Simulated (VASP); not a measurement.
# Sr: single point with PBEsol

Crystal: Sr.

```
Sr
1.0
    -2.46704    2.46704    2.46704
     2.46704   -2.46704    2.46704
     2.46704    2.46704   -2.46704
Sr
1
Direct
  0.00000 0.00000 0.00000
```

```yaml
Program: VASP 6.6.1
Task: single point
Functional: PBEsol
Potentials_or_basis: VASP PAW PBE potentials, release 64 (Sr_sv)
Cutoff: 520 eV
k_mesh: 7 × 7 × 7
Occupations: fermi-dirac, width 0.05 eV
Spin: no spin polarisation
Dipole_correction: no
Further_INCAR_settings: ALGO = Normal; EDIFF = 1e-06; NBANDS = 11
```

```
Pressure               : -1.5 GPa
Band gap on the k mesh : zero (band 5 reaches 1.46 eV, above the bottom of band 6 at 1.28 eV)
```

Levels at points of the mesh, in eV from the Fermi level:
```tsv
k point	band 1	band 2	band 3	band 4	band 5	band 6	band 7	band 8	band 9	band 10
(0.00, 0.00, 0.00)	-36.75	-18.66	-18.66	-18.66	-3.55	2.22	2.22	2.22	3.46	3.46
```

Run time: 4.5 s on 1 thread of Intel(R) Xeon(R) 6975P-C (Granite Rapids) (shared host), peak memory 0.17 GiB.

Caveat: the PAW data sets were made with another functional, which shifts forces and pressure a little.
